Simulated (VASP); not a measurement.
Here is a VASP 6.6.1 calculation.

Contents of INCAR:

```
PREC = Accurate ; ENCUT = 520
EDIFF = 1E-7 ; ISMEAR = 0
SIGMA = 0.1 ; LREAL = False
LASPH = True ; NELM = 60
ALGO = Normal ; ISIF = 2
LWAVE = False ; LCHARG = False
GGA = PE ; NBANDS = 34
```

Contents of KPOINTS:

```
Automatic mesh
0
Gamma
  4 4 4
```

File POSCAR:

```
Sn3SbSe
1.0
    5.4022316500      0.0000000000      0.0000000000
    0.0000000000      5.4022316500      0.0000000000
    0.0000000000      0.0000000000      5.4022316500
Sn Sb Se
3 1 1
Direct
    0.5000000000      0.0000000000      0.5000000000
    0.0000000000      0.5000000000      0.5000000000
    0.5000000000      0.5000000000      0.0000000000
    0.0000000000      0.0000000000      0.0000000000
    0.5000000000      0.5000000000      0.5000000000
```

Potentials or basis: VASP PAW PBE potentials, release 64 (Sn_d, Sb, Se).

Launch:

```console
$ cat potpaw_PBE.64/Sn_d/POTCAR potpaw_PBE.64/Sb/POTCAR potpaw_PBE.64/Se/POTCAR > POTCAR
$ mpirun -np 1 vasp_std > vasp.out
```

(1) Estimate the pressure.

Results:

(1) 3.4 GPa.
